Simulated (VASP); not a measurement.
# Ta2Si (I-42m) in VASP: single point with PBEsol

Aim: the single point of Ta2Si with PBEsol.

Everything below comes from runs of VASP 6.6.1. Logs are shortened: lines on timing, memory, paths and dates and some standing lists are left out, and cuts for length are marked.

## Step 1: The cell of the first run

Symmetry: I-42m, No. 121, tetragonal system. Conventional cell: a = 6.137 Å, b = 6.137 Å, c = 5.040 Å, α = 90.00°, β = 90.00°, γ = 90.00°. Ta (site symmetry m) has 4 Si at 2.55 to 2.70 Å and 9 Ta at 2.83 to 3.26 Å within 3.4 Å. Si (site symmetry 222) has 2 Si at 2.52 Å and 8 Ta at 2.55 to 2.70 Å within 3.3 Å.

## Step 2: Single point, PBEsol (mode 9 (158.6 1/cm) frozen in, largest displacement -0.150 Å)

The input, INCAR:

```
SYSTEM = Ta2Si
PREC = Accurate
ENCUT = 520
EDIFF = 1E-7
ISMEAR = 0
SIGMA = 0.15
LREAL = .False.
LASPH = .True.
NELM = 60
ALGO = Fast
ISIF = 2
LWAVE = .False.
LCHARG = .False.
GGA = PS
NBANDS = 35
```

The input, KPOINTS:

```
Automatic mesh
0
Gamma
  12 12 12
  0 0 0
```

The input, POSCAR:

```
Ta2Si
1.0
   -3.0683767195      3.0683767195      2.5198993614
    3.0683767195     -3.0683767195      2.5198993614
    3.0683767195      3.0683767195     -2.5198993614
Ta Si
4 2
Direct
    0.6333031005      0.8071707127      0.5000000000
    0.8666968995      0.3666968995      0.1738676122
    0.3071707127      0.1333031005      0.5000000000
    0.1928292873      0.6928292873      0.8261323878
    0.2500000000      0.2500000000      0.0000000000
    0.7500000000      0.7500000000      0.0000000000
```

Potentials or basis: VASP PAW PBE potentials, release 64 (Ta_pv, Si).

The run is started by

```console
$ cat potpaw_PBE.64/Ta_pv/POTCAR potpaw_PBE.64/Si/POTCAR > POTCAR
$ mpirun -np 1 vasp_std > vasp.out
```

OUTCAR:

```text
SYSTEM = Ta2Si
   PREC = Accurate
   ENCUT = 520
   EDIFF = 1E-7
   ISMEAR = 0
   LREAL = .False.
   LASPH = .True.
   NELM = 60
   ISIF = 2
   GGA = PS

 ion  position               nearest neighbor table
   1  0.633  0.807  0.500-   6 2.55   5 2.55   6 2.70   5 2.70   3 2.83   3 2.94   3 2.94   4 2.99
                             2 2.99   4 3.26   2 3.26   2 3.26   4 3.26   2 3.46   4 3.46
   2  0.867  0.367  0.174-   5 2.55   6 2.55   6 2.70   5 2.70   4 2.83   4 2.94   4 2.94   3 2.99
                             1 2.99   1 3.26   1 3.26   3 3.26   3 3.26   3 3.46   1 3.46
   3  0.307  0.133  0.500-   5 2.55   6 2.55   5 2.70   6 2.70   1 2.83   1 2.94   1 2.94   4 2.99
                             2 2.99   2 3.26   2 3.26   4 3.26   4 3.26   4 3.46   2 3.46
   4  0.193  0.693  0.826-   6 2.55   5 2.55   5 2.70   6 2.70   2 2.83   2 2.94   2 2.94   3 2.99
                             1 2.99   1 3.26   3 3.26   3 3.26   1 3.26   1 3.46   3 3.46
   5  0.250  0.250  0.000-   6 2.52   6 2.52   1 2.55   3 2.55   4 2.55   2 2.55   3 2.70   4 2.70
                             1 2.70   2 2.70
   6  0.750  0.750  0.000-   5 2.52   5 2.52   3 2.55   1 2.55   4 2.55   2 2.55   2 2.70   3 2.70
                             4 2.70   1 2.70

  LATTYP: Found a body centered tetragonal cell.
 ALAT       =     6.1367534390
 C/A-ratio  =     0.8212483641

  Lattice vectors:

 A1 = (  -3.0683767195,   3.0683767195,   2.5198993614)
 A2 = (   3.0683767195,  -3.0683767195,   2.5198993614)
 A3 = (   3.0683767195,   3.0683767195,  -2.5198993614)

Analysis of symmetry for initial positions (statically):
=====================================================================
 Subroutine PRICEL returns:
 Original cell was already a primitive cell.

 Routine SETGRP: Setting up the symmetry group for a
 body centered tetragonal supercell.

 Subroutine GETGRP returns: Found  8 space group operations
 (whereof  4 operations were pure point group operations)
 out of a pool of 16 trial point group operations.

The static configuration has the point symmetry S_4 .
 The point group associated with its full space group is D_2d.

Analysis of symmetry for dynamics (positions and initial velocities):
=====================================================================
 Subroutine PRICEL returns:
 Original cell was already a primitive cell.

 Routine SETGRP: Setting up the symmetry group for a
 body centered tetragonal supercell.

 Subroutine GETGRP returns: Found  8 space group operations
 (whereof  4 operations were pure point group operations)
 out of a pool of 16 trial point group operations.

The dynamic configuration has the point symmetry S_4 .
 The point group associated with its full space group is D_2d.

 Subroutine INISYM returns: Found  8 space group operations
 (whereof  4 operations are pure point group operations),
 and found     1 'primitive' translations

----------------------------------------------------------------------------------------

                                     Primitive cell

  volume of cell :      94.8988

  direct lattice vectors                    reciprocal lattice vectors
    -3.068376719  3.068376719  2.519899361     0.000000000  0.162952612  0.198420623
     3.068376719 -3.068376719  2.519899361     0.162952612  0.000000000  0.198420623
     3.068376719  3.068376719 -2.519899361     0.162952612  0.162952612  0.000000000

  length of vectors
     5.017944218  5.017944218  5.017944218     0.256757273  0.256757273  0.230449793

  position of ions in fractional coordinates (direct lattice)
     0.633303101  0.807170713  0.500000000
     0.866696899  0.366696899  0.173867612
     0.307170713  0.133303101  0.500000000
     0.192829287  0.692829287  0.826132388
     0.250000000  0.250000000  0.000000000
     0.750000000  0.750000000  0.000000000

  ion indices of the primitive-cell ions
   primitive index   ion index
                 1           1
                 2           2
                 3           3
                 4           4
                 5           5
                 6           6

----------------------------------------------------------------------------------------

 KPOINTS: Automatic mesh

Automatic generation of k-mesh.
 Grid dimensions read from file:
 generate k-points for:   12   12   12

 Generating k-lattice:

  Cartesian coordinates                     Fractional coordinates (reciprocal lattice)
     0.000000000  0.013579384  0.016535052     0.083333333  0.000000000  0.000000000
     0.013579384  0.000000000  0.016535052     0.000000000  0.083333333  0.000000000
     0.013579384  0.013579384  0.000000000     0.000000000  0.000000000  0.083333333

  Length of vectors
     0.021396439  0.021396439  0.019204149

  Shift w.r.t. Gamma in fractional coordinates (k-lattice)
     0.000000000  0.000000000  0.000000000

 Subroutine IBZKPT returns following result:
 ===========================================

 Found    163 irreducible k-points:

 Following reciprocal coordinates:
            Coordinates               Weight
  0.000000  0.000000  0.000000      1.000000
  0.083333  0.000000  0.000000      8.000000
  0.166667 -0.000000  0.000000      8.000000
  0.250000  0.000000  0.000000      8.000000
  0.333333  0.000000  0.000000      8.000000
  0.416667 -0.000000  0.000000      8.000000
[... 16 lines left out ...]
  0.500000  0.166667  0.000000     16.000000
 -0.416667  0.166667 -0.000000     16.000000
 [... further k-points ...]
   k-points           NKPTS =    163   k-points in BZ     NKDIM =    163   number of bands    NBANDS=     35
   number of dos      NEDOS =    301   number of ions     NIONS =      6
   total plane-waves  NPLWV =  64000
   dimension x,y,z NGX =    40 NGY =   40 NGZ =   40
   dimension x,y,z NGXF=    80 NGYF=   80 NGZF=   80
   ions per type =               4   2
   NGX,Y,Z   is equivalent  to a cutoff of  13.25, 13.25, 13.25 a.u.
   NGXF,Y,Z  is equivalent  to a cutoff of  26.50, 26.50, 26.50 a.u.
 SYSTEM =  Ta2Si
   PREC   = accura    normal or accurate (medium, high low for compatibility)
   ISTART =      0    job   : 0-new  1-cont  2-samecut
   ICHARG =      2    charge: 1-file 2-atom 10-const
   ISPIN  =      1    spin polarized calculation?
   LNONCOLLINEAR =      F non collinear calculations
   LSORBIT =      F    spin-orbit coupling
   LASPH  =      T    aspherical Exc in radial PAW
   ENCUT  =  520.0 eV  38.22 Ry    6.18 a.u.   9.33  9.33  9.33*2*pi/ulx,y,z
   NELM   =     60;   NELMIN=  2; NELMDL= -5     # of ELM steps
   EDIFF  = 0.1E-06   stopping-criterion for ELM
   LREAL  =      F    real-space projection
   EDIFFG = 0.1E-05   stopping-criterion for IOM
   NSW    =      0    number of steps for IOM
   IBRION =     -1    ionic relax: 0-MD 1-quasi-New 2-CG
   NFREE  =      0    steps in history (QN), initial steepest desc. (CG)
   ISIF   =      2    stress and relaxation
   ISYM   =      2    0-nonsym 1-usesym 2-fastsym
   POTIM  = 0.5000    time-step for ionic-motion
   TEBEG  =    0.0;   TEEND  =   0.0 temperature during run
   PSTRESS=    0.0 pullay stress
   NELECT =      52.0000    total number of electrons
   NUPDOWN=      -1.0000    fix difference up-down
   EMIN   =  10.00;   EMAX   =-10.00  energy-range for DOS
   EFERMI =   0.00;   METHOD = LEGACY
   ISMEAR =     0;   SIGMA  =   0.15  broadening in eV -4-tet -1-fermi 0-gaus
   EFERMI_NEDOS =   21; number of points for ismear=-14 and -15
   IALGO  =     68    algorithm
   IMIX   =      4    mixing-type and parameters
     AMIX     =   0.40;   BMIX     =  1.00
     AMIX_MAG =   1.60;   BMIX_MAG =  1.00
  volume/ion in A,a.u.               =      15.82       106.73
  Fermi-wavevector in a.u.,A,eV,Ry     =   1.339643  2.531558 24.417607  1.794644
  Thomas-Fermi vector in A             =   2.468019
   LORBIT       =      0    0 simple, 1 ext, 2 COOP (PROOUT), +10 PAW based schemes
   GGA     = PS    functional components
   LHFCALC =     F    Hartree Fock is set to
   AEXX    =    0.0000 exact exchange contribution
   IVDW    =     0    specifies the selected vdW correction
   LEPSILON=     F    determine dielectric tensor
   LRPA    =     F    only Hartree local field effects (RPA)
 non-spin polarized calculation
 RMM-DIIS sequential band-by-band and
 Gauss-broadening in eV      SIGMA  =   0.15
  energy-cutoff  :      520.00
  volume of cell :       94.90
 maximum number of plane-waves:      2589
 NGX is ok and might be reduce to    40
   NGX = 19   NGY = 19   NGZ = 19

 number of electron      51.9999993 magnetization

 Free energy of the ion-electron system (eV)
  ---------------------------------------------------
  ext. energy  EPLUGINS =         0.00000000
  ---------------------------------------------------
  free energy    TOTEN  =       -64.59003276 eV

  energy without entropy =      -64.54516789  energy(sigma->0) =      -64.56760032

 E-fermi :   7.5272     XC(G=0): -12.5839

 val. band max:        7.5270134000   @ k =   0.5000   0.5000   0.0000
 cond. band min:       7.5305708266   @ k =   0.4167  -0.0000   0.0000
 fundamental gap:      0.0035574266
 Fermi energy:         7.5272260145

 k-point     1 :       0.0000    0.0000    0.0000
  band No.  band energies     occupation
      1     -26.9682      2.00000
      2     -26.9682      2.00000
      3     -26.8997      2.00000
      4     -26.8796      2.00000
      5     -26.7840      2.00000
      6     -26.7840      2.00000
[... 27 lines left out ...]
     34      12.4881      0.00000
     35      13.1300      0.00000

 k-point     2 :       0.0833    0.0000    0.0000
  band No.  band energies     occupation
      1     -26.9804      2.00000
      2     -26.9707      2.00000
      3     -26.9245      2.00000
      4     -26.8494      2.00000
      5     -26.7837      2.00000
      6     -26.7781      2.00000
[... 27 lines left out ...]
     34      12.3037      0.00000
     35      12.9205      0.00000
[... 796 lines left out ...]
     34      11.2360      0.00000
     35      11.5410      0.00000

 k-point    24 :      -0.4167    0.1667   -0.0000
  band No.  band energies     occupation
      1     -27.0544      2.00000
      2     -26.9737      2.00000
      3     -26.9312      2.00000
      4     -26.8417      2.00000
      5     -26.7665      2.00000
      6     -26.7476      2.00000
[... 27 lines left out ...]
     34      11.4273      0.00000
     35      11.6567      0.00000

 [... further k-points ...]
[... 5 lines left out ...]
  --------------------------------------------------------------------------------------
  -------------------------------------------------------------------------------------
  Total        2.3123369      2.3123369      1.4229244      0.0000000      0.0000000      0.0000000
  in kB       39.0392214     39.0392214     24.0232554      0.0000000      0.0000000      0.0000000
  external PRESSURE =      34.0338994 kB  Pullay stress =       0.0000000 kB

 VOLUME and BASIS-vectors are now :
 -----------------------------------------------------------------------------
  energy-cutoff  :      520.00
  volume of cell :       94.90
      direct lattice vectors                 reciprocal lattice vectors
    -3.068376719  3.068376719  2.519899361     0.000000000  0.162952612  0.198420623
     3.068376719 -3.068376719  2.519899361     0.162952612  0.000000000  0.198420623
     3.068376719  3.068376719 -2.519899361     0.162952612  0.162952612  0.000000000

 POSITION                                       TOTAL-FORCE (eV/Angst)
 -----------------------------------------------------------------------------------
      2.06768      1.00070      2.36990        -0.023551      0.023551      2.394735
     -1.00070      2.06768      2.66990        -0.023551     -0.023551     -2.394735
      1.00070      2.06768     -0.15000         0.023551     -0.023551      2.394735
      4.06907      1.00070      0.15000         0.023551      0.023551     -2.394735
      0.00000      0.00000      1.25995         0.000000      0.000000     -0.000000
      0.00000      0.00000      3.77985         0.000000      0.000000     -0.000000
 -----------------------------------------------------------------------------------
    total drift:                                0.000000      0.000000      0.000000

  FREE ENERGIE OF THE ION-ELECTRON SYSTEM (eV)
  ---------------------------------------------------
  free  energy   TOTEN  =       -64.5900327587 eV

  energy  without entropy=      -64.5451678889  energy(sigma->0) =      -64.56760032
```

Wall time 7.2 min (1 thread of Intel Xeon 6975P-C (Granite Rapids), shared host); peak memory 0.54 GiB.

What came out:

```yaml
Free_energy: -64.5900 eV
Pressure: 3.4 GPa
Largest_force: 2.395 eV/Å
Band_gap_on_the_k_mesh: zero (band 26 reaches 7.98 eV, above the bottom of band 27 at 7.14 eV)
```

Forces on the atoms (eV/Å):
```
Ta  -0.024  0.024  2.395
Ta  -0.024 -0.024 -2.395
Ta   0.024 -0.024  2.395
Ta   0.024  0.024 -2.395
Si   0.000  0.000  0.000
Si   0.000  0.000  0.000
```

Caveat: the cell differs from its parent crystal (mode 9 (158.6 1/cm) frozen in, largest displacement -0.150 Å); the PAW data sets were made with another functional, which shifts forces and pressure a little; spin-orbit coupling is left out, which moves the levels of the heavy elements.
